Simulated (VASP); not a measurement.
**ZnS: relaxation of cell and atoms with r2SCAN**

The system is ZnS.

```
Zn S
1.0
     0.00000    2.69368    2.69368
     2.69368    0.00000    2.69368
     2.69368    2.69368    0.00000
Zn S
1 1
Cartesian
  0.0000 0.0000 0.0000
  4.0405 4.0405 4.0405
```

- Program: VASP 6.6.1
- Task: relaxation of cell and atoms
- Functional: r2SCAN
- Potentials or basis: VASP PAW PBE potentials, release 64 (Zn, S)
- Cutoff: 600 eV
- k mesh: 6 × 6 × 6
- Occupations: gaussian, width 0.02 eV
- Spin: no spin polarisation
- Dipole correction: no
- Further INCAR settings: ALGO = Normal; EDIFF = 1e-06; IBRION = 2; EDIFFG = -0.002; NSW = 100; ISIF = 3

```json
{"Relaxed volume": "19.57 Å³/atom", "Relaxed cell": "a = 3.811 Å, b = 3.811 Å, c = 3.811 Å, α = 60.00°, β = 60.00°, γ = 60.00°", "Space group after relaxing (to 0.1 Å)": "F-43m (No. 216)", "Ionic steps": "3", "Pressure after relaxing": "0.0 GPa", "Band gap on the k mesh": "2.71 eV"}
```

Final structure:
```xyz
2
Lattice="0.0000 2.6950 2.6950 2.6950 0.0000 2.6950 2.6950 2.6950 0.0000" Properties=species:S:1:pos:R:3 pbc="T T T"
Zn    0.0000    0.0000    0.0000
S     4.0426    4.0426    4.0426
```

Levels at points of the mesh, in eV from the valence-band top:
```csv
k point,band 6,band 7,band 8,band 9,band 10,band 11,band 12,band 13
"(0.00, 0.00, 0.00)",-5.98,0.00,0.00,0.00,2.71,6.90,6.90,6.90
"(0.50, 0.00, 0.00)",-5.78,-5.45,-0.90,-0.90,3.83,7.39,7.39,9.45
"(0.50, 0.50, 0.00)",-5.76,-4.65,-2.31,-2.31,3.71,4.48,11.82,12.88
```

It took 41 s on 1 thread of Intel(R) Xeon(R) 6975P-C (Granite Rapids) (shared host), peak memory 0.17 GiB.

Caveat: the PAW data sets were made with another functional, which shifts forces and pressure a little.
